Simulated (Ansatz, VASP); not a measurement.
## TiN: VASP beside Ansatz

File INCAR:

```
  PREC = Accurate
  ENCUT = 520
  EDIFF = 1E-6
  ISMEAR = -1
  SIGMA = 0.05
  LREAL = F
  LASPH = T
  NELM = 100
  ALGO = Normal
  ISIF = 2
  LWAVE = F
  LCHARG = T
  GGA = PE
  LELF = T
  LVHAR = T
  NBANDS = 16
```

File KPOINTS:

```
Automatic mesh
0
Gamma
  13 13 13
```

The input POSCAR:

```
TiN
1.0
    0.0000000000      2.1499242549      2.1499242549
    2.1499242549      0.0000000000      2.1499242549
    2.1499242549      2.1499242549      0.0000000000
Ti N
1 1
Direct
    0.0000000000      0.0000000000      0.0000000000
    0.5000000000      0.5000000000      0.5000000000
```

Input for Ansatz:

```yaml
crystal:
  lattice:
    - [0.0, 2.1499242549, 2.1499242549]
    - [2.1499242549, 0.0, 2.1499242549]
    - [2.1499242549, 2.1499242549, 0.0]
  atoms:
    - { symbol: Ti, position: [0.0, 0.0, 0.0] }
    - { symbol: "N", position: [0.5, 0.5, 0.5] }
kpoints:
  mp_grid: { grid: [13, 13, 13] }
  band_path:
    path:
      - [0.0, 0.0, 0.0]
      - [0.5, 0.0, 0.5]
      - [0.625, 0.25, 0.625]
      - [0.375, 0.375, 0.75]
      - [0.0, 0.0, 0.0]
      - [0.5, 0.5, 0.5]
      - [0.5, 0.25, 0.75]
      - [0.5, 0.0, 0.5]
    npoints: 5
scf:
  occupations: { method: fermi_dirac, width: 0.05 }
hamiltonian:
  xc: pbe
  pseudopotentials: { kind: all_electron, lapw: { basis_error: 0.0005 } }
output:
  forces: true
  stress: true
  eigenvalues: true
```

Change from the starting cell: volume scaled by 1.04.

Alike in both runs: task single point; functional PBE; k mesh 13 × 13 × 13; occupations fermi-dirac, width 0.05 eV; no spin polarisation.

|  | VASP | Ansatz |
| --- | --- | --- |
| version | VASP 6.6.1 | Ansatz 0.2.0 |
| potentials or method | VASP PAW PBE potentials, release 64 (Ti_sv, N), cutoff 520 eV | all-electron LAPW, scalar-relativistic |

|  | VASP | Ansatz | Ansatz less VASP |
| --- | --- | --- | --- |
| pressure (GPa) | -9.1 | -9.5 | -0.41 |

Ansatz ran all-electron here, and VASP with PAW potentials.
